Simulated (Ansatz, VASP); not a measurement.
## One calculation of Ge, two programs

File INCAR:

```
SYSTEM = Ge
PREC = Accurate ; ENCUT = 520
EDIFF = 1E-7 ; ISMEAR = 0
SIGMA = 0.15 ; LREAL = .FALSE.
LASPH = .TRUE. ; NELM = 80
ALGO = Normal ; ISIF = 2
LWAVE = .FALSE. ; LCHARG = .TRUE.
GGA = PS ; LVHAR = .TRUE.
NBANDS = 66 ; KPAR = 4
```

File KPOINTS:

```
regular mesh
0
G
  12 12 4
  0 0 0
```

Contents of POSCAR:

```
Ge
1.0
    3.8840395616      0.0000000000      0.0000000000
   -1.9420197808      3.5717394202      0.0000000000
    0.0000000000      0.0000000000     13.1450496090
Ge
8
Direct
    0.0000000000      0.0000000000      0.4068073295
    0.0000000000      0.0000000000      0.5931926705
    0.0000000000      0.0000000000      0.9068073295
    0.0000000000      0.0000000000      0.0931926705
    0.3333333333      0.6666666667      0.3441392333
    0.6666666667      0.3333333333      0.6558607667
    0.6666666667      0.3333333333      0.8441392333
    0.3333333333      0.6666666667      0.1558607667
```

Input for Ansatz:

```yaml
crystal:
  lattice:
    - [3.8840395616, 0.0, 0.0]
    - [-1.9420197808, 3.5717394202, 0.0]
    - [0.0, 0.0, 13.145049609]
  atoms:
    - { symbol: Ge, position: [0.0, 0.0, 0.4068073295] }
    - { symbol: Ge, position: [0.0, 0.0, 0.5931926705] }
    - { symbol: Ge, position: [0.0, 0.0, 0.9068073295] }
    - { symbol: Ge, position: [0.0, 0.0, 0.0931926705] }
    - { symbol: Ge, position: [0.3333333333, 0.6666666667, 0.3441392333] }
    - { symbol: Ge, position: [0.6666666667, 0.3333333333, 0.6558607667] }
    - { symbol: Ge, position: [0.6666666667, 0.3333333333, 0.8441392333] }
    - { symbol: Ge, position: [0.3333333333, 0.6666666667, 0.1558607667] }
basis:
  ecutwfc: 420
kpoints:
  mp_grid: { grid: [12, 12, 4] }
hamiltonian:
  xc: pbesol
scf:
  occupations: { method: gaussian, width: 0.15 }
output:
  forces: true
  stress: true
  eigenvalues: true
```

Change from the starting cell: strain -0.0300 x Voigt [1, -1, 0, 0, 0, 0], atoms carried along.

Alike in both runs: task single point; functional PBEsol; k mesh 12 × 12 × 4; occupations gaussian, width 0.15 eV; no spin polarisation.

|  | VASP | Ansatz |
| --- | --- | --- |
| version | VASP 6.6.1 | Ansatz 0.2.0 |
| potentials or method | VASP PAW PBE potentials, release 64 (Ge_d), cutoff 520 eV | scalar-relativistic, plane waves, PAW |
| valence electrons in the cell | 112 | 112 |

|  | VASP | Ansatz | Ansatz less VASP |
| --- | --- | --- | --- |
| gap on the k mesh at the Fermi level (eV) | none | none | - |
| pressure (GPa) | 0.2 | 0.3 | +0.07 |
| traceless stress, the component that is largest in VASP (GPa) | 4.11 | 4.10 | -0.003 |
| rms of the force components (eV/Å) | 0.225 | 0.227 | +0.0020 |

VASP's potentials were made for PBE, not for PBEsol. Atom by atom the forces differ by 0.002 eV/Å (rms over components). A gap of «none» marks a metal or a gap that the smearing closes. The functional is the same, so the differences come from potentials, cutoffs and numerics.
